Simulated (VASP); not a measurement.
Crystal: CdSe.

```
Cd Se
1.0
     0.00000    2.87396    2.87396
     2.87396    0.00000    2.87396
     2.87396    2.87396    0.00000
Cd Se
1 1
Direct
  0.01140 0.98556 0.00223
  0.48194 0.51460 0.49945
```

This cell differs from its parent crystal: atoms moved at random.

| Item | Value |
| --- | --- |
| Program | VASP 6.6.1 |
| Task | relaxation of cell and atoms |
| Functional | PBE |
| Dispersion | D4 |
| Potentials or basis | VASP PAW PBE potentials, release 64 (Cd, Se) |
| Cutoff | 600 eV |
| k mesh | 6 × 6 × 6 |
| Occupations | methfessel-paxton, width 0.15 eV |
| Spin | non-collinear spin, zero start, spin-orbit coupling |
| Starting moments | [[0.0, 0.0, 0.0], [0.0, 0.0, 0.0]] μB |

At the start: pressure -2.3 GPa; volume 23.74 Å³/atom.

How do energy, volume and symmetry change on relaxing?

Over 12 steps the energy falls by 12.4 meV/atom and the volume is 22.76 Å³/atom (-4.1 %); space group Imm2 (No. 44, to 0.1 Å) before, Fm-3m (No. 225, to 0.1 Å); moment 0.00 μB per cell.

Step by step:
```csv
step,energy change (eV),largest force (eV/Å),pressure (GPa),volume (Å³)
1,0.0000,0.1421,-2.27,47.48
2,-0.0146,0.1855,0.75,45.21
3,-0.0152,0.1791,0.20,45.57
4,-0.0181,0.1445,0.17,45.54
5,-0.0225,0.0572,0.17,45.44
6,-0.0228,0.0326,0.21,45.41
7,-0.0245,0.0035,-0.27,45.70
8,-0.0245,0.0032,-0.28,45.71
9,-0.0245,0.0074,0.27,45.35
10,-0.0247,0.0027,0.01,45.52
11,-0.0247,0.0025,0.00,45.52
12,-0.0247,0.0018,0.00,45.52
```

Final structure:
```yaml
crystal:
  lattice:
    - [0.00126, 2.83405, 2.83397]
    - [2.83391, 0.00123, 2.83398]
    - [2.83515, 2.83529, 0.00000]
  atoms:
    - { symbol: Cd, position: [0.99656, 0.00018, 0.00092] }
    - { symbol: Se, position: [0.49678, 0.49997, 0.50076] }
```

Caveat: the cell differs from its parent crystal (atoms moved at random).
